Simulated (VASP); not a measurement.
# Re (Im-3m) in VASP: further runs

The runs below take Re through single point, with PBE.

Everything below comes from runs of VASP 6.6.1. Logs are shortened: lines on timing, memory, paths and dates and some standing lists are left out, and cuts for length are marked.

### 1 The cell of the first run

Symmetry: Im-3m, No. 229, cubic system. The conventional cell has a = 3.028 Å, b = 3.028 Å, c = 3.028 Å, α = 90.00°, β = 90.00°, γ = 90.00°. Re (site symmetry m-3m) has 14 Re at 2.62 to 3.03 Å within 3.5 Å.

### 2 Single point, PBE (volume scaled by 0.92)

File INCAR:

```
PREC = Accurate ; ENCUT = 520
EDIFF = 1E-6 ; ISMEAR = -1
SIGMA = 0.1 ; LREAL = F
LASPH = T ; NELM = 60
ALGO = Normal ; ISIF = 2
LWAVE = F ; LCHARG = F
GGA = PE ; NBANDS = 10
```

File KPOINTS:

```
regular mesh
0
Gamma
  23 23 23
```

File POSCAR:

```
Re
1.0
   -1.5140248944      1.5140248944      1.5140248944
    1.5140248944     -1.5140248944      1.5140248944
    1.5140248944      1.5140248944     -1.5140248944
Re
1
Direct
    0.0000000000      0.0000000000      0.0000000000
```

Potentials or basis: VASP PAW PBE potentials, release 64 (Re).

Command:

```bash
cat potpaw_PBE.64/Re/POTCAR > POTCAR
mpirun -np 1 vasp_std > vasp.out
```

OUTCAR:

```text
PREC = Accurate
   ENCUT = 520
   EDIFF = 1E-6
   ISMEAR = -1
   LREAL = F
   LASPH = T
   NELM = 60
   ISIF = 2
   GGA = PE

 ion  position               nearest neighbor table
   1  0.000  0.000  0.000-

  LATTYP: Found a body centered cubic cell.
 ALAT       =     3.0280497888

  Lattice vectors:

 A1 = (  -1.5140248944,   1.5140248944,   1.5140248944)
 A2 = (   1.5140248944,  -1.5140248944,   1.5140248944)
 A3 = (   1.5140248944,   1.5140248944,  -1.5140248944)

Analysis of symmetry for initial positions (statically):
=====================================================================
 Subroutine PRICEL returns:
 Original cell was already a primitive cell.

 Routine SETGRP: Setting up the symmetry group for a
 body centered cubic supercell.

 Subroutine GETGRP returns: Found 48 space group operations
 (whereof 48 operations were pure point group operations)
 out of a pool of 48 trial point group operations.

The static configuration has the point symmetry O_h .

Analysis of symmetry for dynamics (positions and initial velocities):
=====================================================================
 Subroutine PRICEL returns:
 Original cell was already a primitive cell.

 Routine SETGRP: Setting up the symmetry group for a
 body centered cubic supercell.

 Subroutine GETGRP returns: Found 48 space group operations
 (whereof 48 operations were pure point group operations)
 out of a pool of 48 trial point group operations.

The dynamic configuration has the point symmetry O_h .

 Subroutine INISYM returns: Found 48 space group operations
 (whereof 48 operations are pure point group operations),
 and found     1 'primitive' translations

----------------------------------------------------------------------------------------

                                     Primitive cell

  volume of cell :      13.8822

  direct lattice vectors                    reciprocal lattice vectors
    -1.514024894  1.514024894  1.514024894     0.000000000  0.330245561  0.330245561
     1.514024894 -1.514024894  1.514024894     0.330245561  0.000000000  0.330245561
     1.514024894  1.514024894 -1.514024894     0.330245561  0.330245561  0.000000000

  length of vectors
     2.622368041  2.622368041  2.622368041     0.467037751  0.467037751  0.467037751

  position of ions in fractional coordinates (direct lattice)
     0.000000000  0.000000000  0.000000000

  ion indices of the primitive-cell ions
   primitive index   ion index
                 1           1

----------------------------------------------------------------------------------------

 KPOINTS: regular mesh

Automatic generation of k-mesh.
 Grid dimensions read from file:
 generate k-points for:   23   23   23

 Generating k-lattice:

  Cartesian coordinates                     Fractional coordinates (reciprocal lattice)
     0.000000000  0.014358503  0.014358503     0.043478261  0.000000000  0.000000000
     0.014358503  0.000000000  0.014358503     0.000000000  0.043478261  0.000000000
     0.014358503  0.014358503  0.000000000     0.000000000  0.000000000  0.043478261

  Length of vectors
     0.020305989  0.020305989  0.020305989

  Shift w.r.t. Gamma in fractional coordinates (k-lattice)
     0.000000000  0.000000000  0.000000000

 Subroutine IBZKPT returns following result:
 ===========================================

 Found    364 irreducible k-points:

 Following reciprocal coordinates:
            Coordinates               Weight
  0.000000  0.000000  0.000000      1.000000
  0.043478  0.000000  0.000000     12.000000
  0.086957  0.000000  0.000000     12.000000
  0.130435  0.000000  0.000000     12.000000
  0.173913  0.000000  0.000000     12.000000
  0.217391  0.000000  0.000000     12.000000
[... 16 lines left out ...]
  0.478261  0.043478 -0.000000     24.000000
  0.086957  0.086957  0.000000     24.000000
 [... further k-points ...]
   k-points           NKPTS =    364   k-points in BZ     NKDIM =    364   number of bands    NBANDS=     10
   number of dos      NEDOS =    301   number of ions     NIONS =      1
   total plane-waves  NPLWV =   8000
   dimension x,y,z NGX =    20 NGY =   20 NGZ =   20
   dimension x,y,z NGXF=    40 NGYF=   40 NGZF=   40
   ions per type =               1
   NGX,Y,Z   is equivalent  to a cutoff of  12.68, 12.68, 12.68 a.u.
   NGXF,Y,Z  is equivalent  to a cutoff of  25.36, 25.36, 25.36 a.u.
 SYSTEM =  unknown system
   PREC   = accura    normal or accurate (medium, high low for compatibility)
   ISTART =      0    job   : 0-new  1-cont  2-samecut
   ICHARG =      2    charge: 1-file 2-atom 10-const
   ISPIN  =      1    spin polarized calculation?
   LNONCOLLINEAR =      F non collinear calculations
   LSORBIT =      F    spin-orbit coupling
   LASPH  =      T    aspherical Exc in radial PAW
   ENCUT  =  520.0 eV  38.22 Ry    6.18 a.u.   4.88  4.88  4.88*2*pi/ulx,y,z
   NELM   =     60;   NELMIN=  2; NELMDL= -5     # of ELM steps
   EDIFF  = 0.1E-05   stopping-criterion for ELM
   LREAL  =      F    real-space projection
   EDIFFG = 0.1E-04   stopping-criterion for IOM
   NSW    =      0    number of steps for IOM
   IBRION =     -1    ionic relax: 0-MD 1-quasi-New 2-CG
   NFREE  =      0    steps in history (QN), initial steepest desc. (CG)
   ISIF   =      2    stress and relaxation
   ISYM   =      2    0-nonsym 1-usesym 2-fastsym
   POTIM  = 0.5000    time-step for ionic-motion
   TEBEG  =    0.0;   TEEND  =   0.0 temperature during run
   PSTRESS=    0.0 pullay stress
   NELECT =       7.0000    total number of electrons
   NUPDOWN=      -1.0000    fix difference up-down
   EMIN   =  10.00;   EMAX   =-10.00  energy-range for DOS
   EFERMI =   0.00;   METHOD = LEGACY
   ISMEAR =    -1;   SIGMA  =   0.10  broadening in eV -4-tet -1-fermi 0-gaus
   EFERMI_NEDOS =   21; number of points for ismear=-14 and -15
   IALGO  =     38    algorithm
   IMIX   =      4    mixing-type and parameters
     AMIX     =   0.40;   BMIX     =  1.00
     AMIX_MAG =   1.60;   BMIX_MAG =  1.00
  volume/ion in A,a.u.               =      13.88        93.68
  Fermi-wavevector in a.u.,A,eV,Ry     =   1.303030  2.462370 23.101166  1.697888
  Thomas-Fermi vector in A             =   2.434059
   LORBIT       =      0    0 simple, 1 ext, 2 COOP (PROOUT), +10 PAW based schemes
   GGA     = PE    functional components
   LHFCALC =     F    Hartree Fock is set to
   AEXX    =    0.0000 exact exchange contribution
   IVDW    =     0    specifies the selected vdW correction
   LEPSILON=     F    determine dielectric tensor
   LRPA    =     F    only Hartree local field effects (RPA)
 non-spin polarized calculation
  energy-cutoff  :      520.00
  volume of cell :       13.88
 maximum number of plane-waves:       386
   NGX =  9   NGY =  9   NGZ =  9

 number of electron       7.0000001 magnetization

 Free energy of the ion-electron system (eV)
  ---------------------------------------------------
  ext. energy  EPLUGINS =         0.00000000
  ---------------------------------------------------
  free energy    TOTEN  =       -12.00569526 eV

  energy without entropy =      -11.97617898  energy(sigma->0) =      -11.99093712

 E-fermi :   9.6047     XC(G=0): -14.0571

 val. band max:        9.5942537727   @ k =  -0.3478   0.3913   0.3043
 cond. band min:       9.6096467316   @ k =  -0.2609   0.4783   0.0435
 fundamental gap:      0.0153929589
 Fermi energy:         9.6047359762

 k-point     1 :       0.0000    0.0000    0.0000
  band No.  band energies     occupation
      1      -1.6372      2.00000
      2       6.6723      2.00000
      3       6.6723      2.00000
      4       6.6723      2.00000
      5      10.4263      0.00054
      6      10.4263      0.00054
      7      25.2677      0.00000
      8      25.2677      0.00000
      9      25.2677      0.00000
     10      38.2798      0.00000

 k-point     2 :       0.0435    0.0000    0.0000
  band No.  band energies     occupation
      1      -1.5368      2.00000
      2       6.6137      2.00000
      3       6.6637      2.00000
      4       6.7700      2.00000
      5      10.3325      0.00138
      6      10.4284      0.00053
      7      25.3510      0.00000
      8      25.4365      0.00000
      9      25.5030      0.00000
     10      37.2984      0.00000

 k-point     3 :       0.0870    0.0000    0.0000
  band No.  band energies     occupation
      1      -1.2426      2.00000
      2       6.4464      2.00000
      3       6.6277      2.00000
      4       7.0612      2.00000
      5      10.1001      0.01401
      6      10.4371      0.00049
      7      25.5750      0.00000
      8      25.9337      0.00000
      9      26.1426      0.00000
     10      35.5849      0.00000

 k-point     4 :       0.1304    0.0000    0.0000
  band No.  band energies     occupation
      1      -0.7772      2.00000
      2       6.1927      2.00000
      3       6.5415      2.00000
      4       7.5393      2.00000
      5       9.8463      0.16397
      6      10.4592      0.00039
      7      25.8489      0.00000
      8      26.7345      0.00000
      9      26.9856      0.00000
     10      34.0699      0.00000
[... 222 lines left out ...]
 k-point    22 :       0.4348    0.0435   -0.0000
  band No.  band energies     occupation
      1       1.6408      2.00000
      2       4.2608      2.00000
      3       9.0437      1.99271
      4      10.3971      0.00072
      5      11.4357      0.00000
      6      14.4559      0.00000
      7      20.8474      0.00000
      8      21.9891      0.00000
      9      27.8494      0.00000
     10      34.2785      0.00000

 k-point    23 :       0.4783    0.0435   -0.0000
  band No.  band energies     occupation
      1       1.6184      2.00000
      2       4.2245      2.00000
      3       9.3884      1.79384
      4      10.3159      0.00163
      5      11.5063      0.00000
      6      14.7225      0.00000
      7      20.5236      0.00000
      8      21.8384      0.00000
      9      27.4878      0.00000
     10      34.0502      0.00000

 k-point    24 :       0.0870    0.0870    0.0000
  band No.  band energies     occupation
      1      -0.5063      2.00000
      2       6.1649      2.00000
      3       6.3123      2.00000
      4       7.8942      2.00000
      5       9.6474      0.78980
      6      10.5635      0.00014
      7      26.1270      0.00000
      8      27.0023      0.00000
      9      27.3505      0.00000
     10      33.0746      0.00000

 [... further k-points ...]

------------------------ aborting loop because EDIFF is reached ----------------------------------------

  FORCE on cell =-STRESS in cart. coord.  units (eV):
  Direction    XX          YY          ZZ          XY          YZ          ZX
  --------------------------------------------------------------------------------------
  -------------------------------------------------------------------------------------
  Total        3.1117279      3.1117279      3.1117279     -0.0000000      0.0000000     -0.0000000
  in kB      359.1312152    359.1312152    359.1312152     -0.0000000      0.0000000     -0.0000000
  external PRESSURE =     359.1312152 kB  Pullay stress =       0.0000000 kB

 VOLUME and BASIS-vectors are now :
 -----------------------------------------------------------------------------
  energy-cutoff  :      520.00
  volume of cell :       13.88
      direct lattice vectors                 reciprocal lattice vectors
    -1.514024894  1.514024894  1.514024894     0.000000000  0.330245561  0.330245561
     1.514024894 -1.514024894  1.514024894     0.330245561  0.000000000  0.330245561
     1.514024894  1.514024894 -1.514024894     0.330245561  0.330245561  0.000000000

 POSITION                                       TOTAL-FORCE (eV/Angst)
 -----------------------------------------------------------------------------------
      0.00000      0.00000      0.00000         0.000000      0.000000      0.000000
 -----------------------------------------------------------------------------------
    total drift:                               -0.000000     -0.000000     -0.000000

  FREE ENERGIE OF THE ION-ELECTRON SYSTEM (eV)
  ---------------------------------------------------
  free  energy   TOTEN  =       -12.0056952642 eV

  energy  without entropy=      -11.9761789807  energy(sigma->0) =      -11.99093712
```

Run time: 98 s. Hardware: 1 thread of AMD EPYC 7R13, shared host; peak memory 0.14 GiB.

Results:

* Free energy: -12.0057 eV
* Pressure: 35.9 GPa

Caveat: spin-orbit coupling is left out, which moves the levels of the heavy elements.

(Part 1 of 2 ends here.)
